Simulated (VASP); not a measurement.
# Nb in VASP: notebook

The runs below take Nb through single point, with PBE.

Program: VASP 6.6.1. These are calculated values, not measurements. Logs are shortened: lines on timing, memory, paths and dates and some standing lists are left out, and cuts for length are marked.

**1. The cell of the first run**

The typed cell holds 1 atom: a = 2.965 Å, b = 2.965 Å, c = 2.965 Å, α = 120.00°, β = 120.00°, γ = 90.01°.

This isn't the form of Nb at room conditions, which is bcc.

**2. Single point, PBE**

INCAR

```
PREC = Accurate
ENCUT = 520
EDIFF = 1E-6
ISMEAR = 0
SIGMA = 0.15
LREAL = F
LASPH = T
NELM = 60
ALGO = Fast
ISIF = 2
LWAVE = F
LCHARG = T
GGA = PE
LELF = T
LVHAR = T
NBANDS = 12
```

KPOINTS

```
regular mesh
0
Gamma
  22 22 22
```

POSCAR

```
Nb
1.0
   -1.4824855499      1.4824855499      2.0962345675
    1.4824855499     -1.4824855499      2.0962345675
    1.4824855499      1.4824855499     -2.0962345675
Nb
1
Direct
    0.0000000000      0.0000000000      0.0000000000
```

Potentials or basis: VASP PAW PBE potentials, release 64 (Nb_sv).

Run with:

```sh
$ cat potpaw_PBE.64/Nb_sv/POTCAR > POTCAR
$ mpirun -np 1 vasp_std > vasp.out
```

OUTCAR:

```text
PREC = Accurate
   ENCUT = 520
   EDIFF = 1E-6
   ISMEAR = 0
   LREAL = F
   LASPH = T
   NELM = 60
   ISIF = 2
   GGA = PE

 ion  position               nearest neighbor table
   1  0.000  0.000  0.000-

  LATTYP: Found a body centered tetragonal cell.
 ALAT       =     2.9649710998
 C/A-ratio  =     1.4140000000

  Lattice vectors:

 A1 = (  -1.4824855499,   1.4824855499,   2.0962345675)
 A2 = (   1.4824855499,  -1.4824855499,   2.0962345675)
 A3 = (   1.4824855499,   1.4824855499,  -2.0962345675)

Analysis of symmetry for initial positions (statically):
=====================================================================
 Subroutine PRICEL returns:
 Original cell was already a primitive cell.

 Routine SETGRP: Setting up the symmetry group for a
 body centered tetragonal supercell.

 Subroutine GETGRP returns: Found 16 space group operations
 (whereof 16 operations were pure point group operations)
 out of a pool of 16 trial point group operations.

The static configuration has the point symmetry D_4h.

Analysis of symmetry for dynamics (positions and initial velocities):
=====================================================================
 Subroutine PRICEL returns:
 Original cell was already a primitive cell.

 Routine SETGRP: Setting up the symmetry group for a
 body centered tetragonal supercell.

 Subroutine GETGRP returns: Found 16 space group operations
 (whereof 16 operations were pure point group operations)
 out of a pool of 16 trial point group operations.

The dynamic configuration has the point symmetry D_4h.

 Subroutine INISYM returns: Found 16 space group operations
 (whereof 16 operations are pure point group operations),
 and found     1 'primitive' translations

----------------------------------------------------------------------------------------

                                     Primitive cell

  volume of cell :      18.4281

  direct lattice vectors                    reciprocal lattice vectors
    -1.482485550  1.482485550  2.096234567     0.000000000  0.337271416  0.238522925
     1.482485550 -1.482485550  2.096234567     0.337271416  0.000000000  0.238522925
     1.482485550  1.482485550 -2.096234567     0.337271416  0.337271416  0.000000000

  length of vectors
     2.964747236  2.964747236  2.964747236     0.413092234  0.413092234  0.476973810

  position of ions in fractional coordinates (direct lattice)
     0.000000000  0.000000000  0.000000000

  ion indices of the primitive-cell ions
   primitive index   ion index
                 1           1

----------------------------------------------------------------------------------------

 KPOINTS: regular mesh

Automatic generation of k-mesh.
 Grid dimensions read from file:
 generate k-points for:   22   22   22

 Generating k-lattice:

  Cartesian coordinates                     Fractional coordinates (reciprocal lattice)
     0.000000000  0.015330519  0.010841951     0.045454545  0.000000000 -0.000000000
     0.015330519  0.000000000  0.010841951     0.000000000  0.045454545 -0.000000000
     0.015330519  0.015330519  0.000000000     0.000000000  0.000000000  0.045454545

  Length of vectors
     0.018776920  0.018776920  0.021680628

  Shift w.r.t. Gamma in fractional coordinates (k-lattice)
     0.000000000  0.000000000  0.000000000

 Subroutine IBZKPT returns following result:
 ===========================================

 Found    834 irreducible k-points:

 Following reciprocal coordinates:
            Coordinates               Weight
  0.000000  0.000000  0.000000      1.000000
  0.045455  0.000000 -0.000000      8.000000
  0.090909  0.000000 -0.000000      8.000000
  0.136364  0.000000  0.000000      8.000000
  0.181818  0.000000 -0.000000      8.000000
  0.227273  0.000000 -0.000000      8.000000
[... 16 lines left out ...]
  0.500000  0.045455  0.000000     16.000000
 -0.454545  0.045455  0.000000     16.000000
 [... further k-points ...]
   k-points           NKPTS =    834   k-points in BZ     NKDIM =    834   number of bands    NBANDS=     12
   number of dos      NEDOS =    301   number of ions     NIONS =      1
   total plane-waves  NPLWV =  13824
   dimension x,y,z NGX =    24 NGY =   24 NGZ =   24
   dimension x,y,z NGXF=    48 NGYF=   48 NGZF=   48
   ions per type =               1
   NGX,Y,Z   is equivalent  to a cutoff of  13.46, 13.46, 13.46 a.u.
   NGXF,Y,Z  is equivalent  to a cutoff of  26.92, 26.92, 26.92 a.u.
 SYSTEM =  unknown system
   PREC   = accura    normal or accurate (medium, high low for compatibility)
   ISTART =      0    job   : 0-new  1-cont  2-samecut
   ICHARG =      2    charge: 1-file 2-atom 10-const
   ISPIN  =      1    spin polarized calculation?
   LNONCOLLINEAR =      F non collinear calculations
   LSORBIT =      F    spin-orbit coupling
   LASPH  =      T    aspherical Exc in radial PAW
   ENCUT  =  520.0 eV  38.22 Ry    6.18 a.u.   5.51  5.51  5.51*2*pi/ulx,y,z
   NELM   =     60;   NELMIN=  2; NELMDL= -5     # of ELM steps
   EDIFF  = 0.1E-05   stopping-criterion for ELM
   LREAL  =      F    real-space projection
   EDIFFG = 0.1E-04   stopping-criterion for IOM
   NSW    =      0    number of steps for IOM
   IBRION =     -1    ionic relax: 0-MD 1-quasi-New 2-CG
   NFREE  =      0    steps in history (QN), initial steepest desc. (CG)
   ISIF   =      2    stress and relaxation
   ISYM   =      2    0-nonsym 1-usesym 2-fastsym
   POTIM  = 0.5000    time-step for ionic-motion
   TEBEG  =    0.0;   TEEND  =   0.0 temperature during run
   PSTRESS=    0.0 pullay stress
   NELECT =      13.0000    total number of electrons
   NUPDOWN=      -1.0000    fix difference up-down
   EMIN   =  10.00;   EMAX   =-10.00  energy-range for DOS
   EFERMI =   0.00;   METHOD = LEGACY
   ISMEAR =     0;   SIGMA  =   0.15  broadening in eV -4-tet -1-fermi 0-gaus
   EFERMI_NEDOS =   21; number of points for ismear=-14 and -15
   IALGO  =     68    algorithm
   IMIX   =      4    mixing-type and parameters
     AMIX     =   0.40;   BMIX     =  1.00
     AMIX_MAG =   1.60;   BMIX_MAG =  1.00
  volume/ion in A,a.u.               =      18.43       124.36
  Fermi-wavevector in a.u.,A,eV,Ry     =   1.457345  2.753983 28.896790  2.123854
  Thomas-Fermi vector in A             =   2.574157
   LORBIT       =      0    0 simple, 1 ext, 2 COOP (PROOUT), +10 PAW based schemes
   GGA     = PE    functional components
   LHFCALC =     F    Hartree Fock is set to
   AEXX    =    0.0000 exact exchange contribution
   IVDW    =     0    specifies the selected vdW correction
   LEPSILON=     F    determine dielectric tensor
   LRPA    =     F    only Hartree local field effects (RPA)
 non-spin polarized calculation
 RMM-DIIS sequential band-by-band and
 Gauss-broadening in eV      SIGMA  =   0.15
  energy-cutoff  :      520.00
  volume of cell :       18.43
 maximum number of plane-waves:       531
 NGX is ok and might be reduce to    24
   NGX = 11   NGY = 11   NGZ = 11

 number of electron      13.0000001 magnetization

 Free energy of the ion-electron system (eV)
  ---------------------------------------------------
  ext. energy  EPLUGINS =         0.00000000
  ---------------------------------------------------
  free energy    TOTEN  =        -9.89917417 eV

  energy without entropy =       -9.88215677  energy(sigma->0) =       -9.89066547

 E-fermi :  11.2250     XC(G=0): -12.3855

 val. band max:       11.2241081803   @ k =  -0.1818  -0.4545   0.1364
 cond. band min:      11.2258854735   @ k =   0.3636   0.0455  -0.0000
 fundamental gap:      0.0017772931
 Fermi energy:        11.2250420473

 k-point     1 :       0.0000    0.0000    0.0000
  band No.  band energies     occupation
      1     -43.5528      2.00000
      2     -18.9054      2.00000
      3     -18.9054      2.00000
      4     -18.9054      2.00000
      5       4.9511      2.00000
      6      11.3125      0.40974
      7      11.3125      0.40974
      8      11.3143      0.40015
      9      13.9723      0.00000
     10      13.9747      0.00000
     11      23.0614      0.00000
     12      27.9197      0.00000

 k-point     2 :       0.0455    0.0000   -0.0000
  band No.  band energies     occupation
      1     -43.5486      2.00000
      2     -18.9327      2.00000
      3     -18.9088      2.00000
      4     -18.9088      2.00000
      5       5.0305      2.00000
      6      11.2497      0.81635
      7      11.3496      0.24043
      8      11.3508      0.23589
      9      13.9380      0.00000
     10      13.9404      0.00000
     11      23.2231      0.00000
     12      27.5633      0.00000

 k-point     3 :       0.0909    0.0000   -0.0000
  band No.  band energies     occupation
      1     -43.5365      2.00000
      2     -19.0120      2.00000
      3     -18.9186      2.00000
      4     -18.9185      2.00000
      5       5.2618      2.00000
      6      11.0785      1.83290
      7      11.4515      0.03275
      8      11.4527      0.03182
      9      13.8517      0.00000
     10      13.8539      0.00000
     11      23.6774      0.00000
     12      26.7665      0.00000

 k-point     4 :       0.1364    0.0000    0.0000
  band No.  band energies     occupation
      1     -43.5174      2.00000
      2     -19.1355      2.00000
      3     -18.9340      2.00000
      4     -18.9339      2.00000
      5       5.6237      2.00000
      6      10.8494      1.99960
      7      11.5870      0.00064
      8      11.5883      0.00062
      9      13.7627      0.00000
     10      13.7646      0.00000
     11      24.2997      0.00000
     12      25.9466      0.00000

 k-point     5 :       0.1818    0.0000   -0.0000
  band No.  band energies     occupation
      1     -43.4928      2.00000
      2     -19.2917      2.00000
      3     -18.9536      2.00000
      4     -18.9535      2.00000
      5       6.0764      2.00000
      6      10.6318      2.00000
      7      11.6974      0.00001
      8      11.6989      0.00001
      9      13.7504      0.00000
     10      13.7519      0.00000
     11      24.4946      0.00000
     12      25.7220      0.00000
[... 228 lines left out ...]
      1     -43.3542      2.00000
      2     -20.0912      2.00000
      3     -19.0851      2.00000
      4     -19.0562      2.00000
      5       7.4055      2.00000
      6      11.1083      1.72885
      7      11.2427      0.86769
      8      12.0801      0.00000
      9      15.4935      0.00000
     10      16.0206      0.00000
     11      22.0211      0.00000
     12      23.7298      0.00000

 k-point    22 :       0.4545    0.0455   -0.0000
  band No.  band energies     occupation
      1     -43.3444      2.00000
      2     -20.1454      2.00000
      3     -19.0883      2.00000
      4     -19.0681      2.00000
      5       7.3900      2.00000
      6      11.0328      1.93005
      7      11.1887      1.26780
      8      12.4577      0.00000
      9      15.8402      0.00000
     10      16.1906      0.00000
     11      21.8877      0.00000
     12      23.1048      0.00000

 k-point    23 :       0.5000    0.0455    0.0000
  band No.  band energies     occupation
      1     -43.3430      2.00000
      2     -20.1534      2.00000
      3     -19.0847      2.00000
      4     -19.0739      2.00000
      5       7.3865      2.00000
      6      11.0124      1.95501
      7      11.1899      1.25975
      8      12.5141      0.00000
      9      15.9916      0.00000
     10      16.1230      0.00000
     11      21.8681      0.00000
     12      23.0071      0.00000

 k-point    24 :      -0.4545    0.0455    0.0000
  band No.  band energies     occupation
      1     -43.3501      2.00000
      2     -20.1145      2.00000
      3     -19.0745      2.00000
      4     -19.0731      2.00000
      5       7.3985      2.00000
      6      11.0498      1.90157
      7      11.2450      0.85101
      8      12.2270      0.00000
      9      15.8245      0.00000
     10      15.9171      0.00000
     11      21.9582      0.00000
     12      23.4713      0.00000

 [... further k-points ...]

------------------------ aborting loop because EDIFF is reached ----------------------------------------

  FORCE on cell =-STRESS in cart. coord.  units (eV):
  Direction    XX          YY          ZZ          XY          YZ          ZX
  --------------------------------------------------------------------------------------
  -------------------------------------------------------------------------------------
  Total        0.3171309      0.3171309      0.3120989      0.0000000      0.0000000     -0.0000000
  in kB       27.5720073     27.5720073     27.1345144      0.0000000      0.0000000     -0.0000000
  external PRESSURE =      27.4261763 kB  Pullay stress =       0.0000000 kB

 VOLUME and BASIS-vectors are now :
 -----------------------------------------------------------------------------
  energy-cutoff  :      520.00
  volume of cell :       18.43
      direct lattice vectors                 reciprocal lattice vectors
    -1.482485550  1.482485550  2.096234567     0.000000000  0.337271416  0.238522925
     1.482485550 -1.482485550  2.096234567     0.337271416  0.000000000  0.238522925
     1.482485550  1.482485550 -2.096234567     0.337271416  0.337271416  0.000000000

 POSITION                                       TOTAL-FORCE (eV/Angst)
 -----------------------------------------------------------------------------------
      0.00000      0.00000      0.00000         0.000000      0.000000     -0.000000
 -----------------------------------------------------------------------------------
    total drift:                                0.000000      0.000000     -0.000000

  FREE ENERGIE OF THE ION-ELECTRON SYSTEM (eV)
  ---------------------------------------------------
  free  energy   TOTEN  =        -9.8991741693 eV

  energy  without entropy=       -9.8821567662  energy(sigma->0) =       -9.89066547
```

Run time: 1.7 min. Hardware: 1 thread of Intel Xeon 6975P-C (Granite Rapids), shared host; peak memory 0.29 GiB.

Results:

```
Free energy            : -9.8992 eV
Pressure               : 2.7 GPa
Band gap on the k mesh : zero (an odd number of electrons rules out a gap without spin polarisation)
```

Levels at points of the mesh, in eV from the Fermi level:
| k point | band 2 | band 3 | band 4 | band 5 | band 6 | band 7 | band 8 | band 9 | band 10 | band 11 |
| --- | --- | --- | --- | --- | --- | --- | --- | --- | --- | --- |
| (0.00, 0.00, 0.00) | -30.13 | -30.13 | -30.13 | -6.27 | 0.09 | 0.09 | 0.09 | 2.75 | 2.75 | 11.84 |
| (0.50, 0.00, 0.00) | -31.39 | -30.29 | -30.29 | -3.91 | -0.10 | -0.10 | 1.43 | 4.76 | 4.76 | 10.70 |
| (0.50, 0.50, 0.00) | -31.30 | -30.58 | -30.58 | -4.15 | -3.41 | 3.69 | 4.74 | 5.34 | 5.34 | 11.40 |
| (0.50, 0.50, 0.50) | -31.30 | -30.58 | -30.58 | -4.15 | -3.41 | 3.69 | 4.74 | 5.34 | 5.34 | 11.40 |

**3. Single point, PBE**

INCAR

```
SYSTEM = Nb
ALGO = Fast
EDIFF = 1E-7
ENCUT = 520
GGA = PE
ISIF = 2
ISMEAR = 0
LASPH = .True.
LCHARG = .False.
LREAL = .False.
LWAVE = .False.
NBANDS = 12
NELM = 80
PREC = Accurate
SIGMA = 0.15
```

KPOINTS

```
k-points
0
Gamma
  22 22 22
  0 0 0
```

POSCAR

```
Nb
1.0
   -1.4535942143      1.4535942143      2.1803913214
    1.4535942143     -1.4535942143      2.1803913214
    1.4535942143      1.4535942143     -2.1803913214
Nb
1
Direct
    0.0000000000      0.0000000000      0.0000000000
```

Potentials or basis: VASP PAW PBE potentials, release 64 (Nb_sv).

Run with:

```sh
$ cat potpaw_PBE.64/Nb_sv/POTCAR > POTCAR
$ mpirun -np 1 vasp_std > vasp.out
```

Wall time 2.1 min (1 thread of Intel Xeon 6975P-C (Granite Rapids), shared host); peak memory 0.29 GiB.

Results (log left out):

```
Free energy            : -9.9316 eV
Pressure               : 2.2 GPa
Band gap on the k mesh : zero (an odd number of electrons rules out a gap without spin polarisation)
```

Stress tensor (GPa, compression positive):
```
-2.02  0.00  0.00
 0.00 -2.02  0.00
 0.00  0.00 10.52
```

Levels at points of the mesh, in eV from the Fermi level:
```tsv
k point	band 3	band 4	band 5	band 6	band 7	band 8	band 9	band 10
(0.00, 0.00, 0.00)	-30.09	-30.09	-6.25	-0.34	0.38	0.38	2.25	3.25
(0.50, 0.00, 0.00)	-30.32	-30.20	-3.89	-0.43	0.31	1.46	4.60	4.97
(0.50, 0.50, 0.00)	-30.66	-30.52	-4.14	-3.40	4.07	4.69	4.98	5.73
(0.50, 0.50, 0.50)	-30.46	-30.46	-4.10	-3.31	3.03	4.84	5.33	5.33
```
